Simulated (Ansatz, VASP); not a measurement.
Hg in VASP and in Ansatz

```
CELL_PARAMETERS angstrom
1.77920 1.02722 2.33104
-1.77920 1.02722 2.33104
0.00000 -2.05445 2.33104
ATOMIC_POSITIONS crystal
Hg 0.00000 0.00000 0.00000
```

Alike in both runs: task single point; functional PBE; k mesh 15 × 15 × 15; occupations gaussian, width 0.1 eV; no spin polarisation.

|  | VASP | Ansatz |
| --- | --- | --- |
| version | VASP 6.6.1 | Ansatz 0.2.0 |
| potentials or method | VASP PAW PBE potentials, release 64 (Hg), cutoff 520 eV | scalar-relativistic, plane waves, PAW |
| valence electrons in the cell | 12 | 20 |

```tsv
	VASP	Ansatz	Ansatz less VASP
gap on the k mesh at the Fermi level (eV)	none	none	-
pressure (GPa)	2.0	1.7	-0.25
traceless stress, the component that is largest in VASP (GPa)	-0.37	-0.50	-0.126
```

A gap of «none» marks a metal or a gap that the smearing closes. VASP's potentials hold 12 valence electrons a cell and Ansatz's 20, so a difference there can come from the potentials and not from the codes.

Spin-orbit coupling is off throughout.
